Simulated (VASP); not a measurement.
Wanted: the native input for a VASP 6.6.1 run.

- Task: relaxation of cell and atoms
- Functional: PBE
- Potentials or basis: VASP PAW PBE potentials, release 64 (Mo_sv, Ru_pv)
- Cutoff: 600 eV
- k mesh: 12 × 12 × 12
- Occupations: gaussian, width 0.1 eV
- Spin: no spin polarisation
- Dipole correction: no
- Further INCAR settings: ALGO = Fast; EDIFF = 1e-06; IBRION = 2; EDIFFG = -0.01; NSW = 100; ISIF = 3

The structure of Mo3Ru lies in POSCAR:

```
Mo3Ru
1.0
    0.0000000000      3.1334805772      3.1334805772
    3.1334805772      0.0000000000      3.1334805772
    3.1334805772      3.1334805772      0.0000000000
Mo Ru
3 1
Direct
    0.7500000000      0.7500000000      0.7500000000
    0.2500000000      0.2500000000      0.2500000000
    0.0000000000      0.0000000000      0.0000000000
    0.5000000000      0.5000000000      0.5000000000
```

The input as run:

INCAR

```
SYSTEM = Mo3Ru
  PREC = Accurate
  ENCUT = 600
  EDIFF = 1E-6
  ISMEAR = 0
  SIGMA = 0.1
  LREAL = .False.
  LASPH = .True.
  NELM = 60
  ALGO = Fast
  ISIF = 3
  LWAVE = .False.
  LCHARG = .False.
  GGA = PE
  IBRION = 2
  NSW = 100
  EDIFFG = -0.01
```

KPOINTS

```
Automatic mesh
0
Gamma
  12 12 12
  0 0 0
```

Potentials or basis: VASP PAW PBE potentials, release 64 (Mo_sv, Ru_pv).

Command:

```console
$ cat potpaw_PBE.64/Mo_sv/POTCAR potpaw_PBE.64/Ru_pv/POTCAR > POTCAR
$ mpirun -np 1 vasp_std > vasp.out
```

Results of the run:

The pressure after relaxing is 0.0 GPa and the band gap on the k mesh is zero (band 28 reaches 13.03 eV, above the bottom of band 29 at 12.18 eV).

Caveat: the relaxation stopped at its first step, so nothing moved.

It took 90 s on 1 thread of Intel(R) Xeon(R) 6975P-C (Granite Rapids) (shared host), peak memory 0.31 GiB.
